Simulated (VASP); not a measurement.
Wanted: the native input for a VASP 6.6.1 run.

- Task: single point
- Functional: PBE
- Dispersion: D3(BJ)
- Potentials or basis: VASP PAW PBE potentials, release 64 (Nb_sv)
- Cutoff: 520 eV
- k mesh: 8 × 8 × 8
- Occupations: methfessel-paxton, width 0.01 eV
- Spin: non-collinear spin, zero start, spin-orbit coupling
- Starting moments: [[0.0, 0.0, 0.0]] μB
- Dipole correction: no
- Further INCAR settings: ALGO = Normal; EDIFF = 1e-06; NBANDS = 24

The structure of Nb lies in POSCAR:

```
Nb
1.0
    0.0000000000      2.1150000000      2.1150000000
    2.1150000000      0.0000000000      2.1150000000
    2.1150000000      2.1150000000      0.0000000000
Nb
1
Direct
    0.0000000000      0.0000000000      0.0000000000
```

One way to write it, as run:

INCAR

```
PREC = Accurate
ENCUT = 520
EDIFF = 1E-6
ISMEAR = 1
SIGMA = 0.01
LREAL = False
LASPH = True
NELM = 150
ALGO = Normal
ISIF = 2
LWAVE = False
LCHARG = False
MAGMOM = 0 0 0
LORBIT = 11
LSORBIT = True
GGA_COMPAT = False
LORBMOM = True
LMAXMIX = 4
GGA = PE
IVDW = 12
NBANDS = 24
```

KPOINTS

```
regular mesh
0
Gamma
  8 8 8
```

Potentials or basis: VASP PAW PBE potentials, release 64 (Nb_sv).

Command:

```sh
$ cat potpaw_PBE.64/Nb_sv/POTCAR > POTCAR
$ mpirun -np 1 vasp_ncl > vasp.out
```

It gave:

The pressure is -7.9 GPa. The net moment is 0.00 μB per cell, the valence electrons inside the program's atomic spheres are Nb 10.64 and the dispersion energy per atom is -0.700 eV.

Run time: 24 s on 1 thread of Intel(R) Xeon(R) Platinum 8259CL CPU @ 2.50GHz (Skylake/Cascade Lake) (shared host), peak memory 0.21 GiB.
